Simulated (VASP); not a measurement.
TiSi, 2 atoms in the cell. The structure is orthorhombic, space group Cmmm (No. 65). Conventional cell: a = 3.632 Å, b = 4.235 Å, c = 3.804 Å, α = 90.00°, β = 90.00°, γ = 90.00°. Ti (site symmetry mmm) has 8 Si at 2.63 to 2.85 Å and 4 Ti at 2.79 Å within 3.5 Å. Within 3.5 Å of Si (site symmetry mmm) lie 8 Ti at 2.63 to 2.85 Å and 4 Si at 2.79 Å. 

| Item | Value |
| --- | --- |
| Program | VASP 6.6.1 |
| Task | relaxation of cell and atoms |
| Functional | PBEsol |
| Potentials or basis | VASP PAW PBE potentials, release 64 (Ti_sv, Si) |
| Cutoff | 600 eV |
| k mesh | 9 × 9 × 7 |
| Occupations | fermi-dirac, width 0.1 eV |
| Spin | no spin polarisation |
| Dipole correction | no |
| Further INCAR settings | ALGO = Normal; EDIFF = 1e-06; IBRION = 2; EDIFFG = -0.02; NSW = 80; ISIF = 3 |

Potentials or basis: VASP PAW PBE potentials, release 64 (Ti_sv, Si).

The run is started by

```bash
$ cat potpaw_PBE.64/Ti_sv/POTCAR potpaw_PBE.64/Si/POTCAR > POTCAR
$ mpirun -np 1 vasp_std > vasp.out
```

Hardware: 1 thread of Intel Xeon 6975P-C (shared host).

Question: How long does it take, and how much memory?

Answer: Run time: 2.7 min on 1 thread of Intel Xeon 6975P-C, with other jobs on the host, peak memory 0.19 GiB. Counts: scf iterations 44, k points 100, ion steps 5.
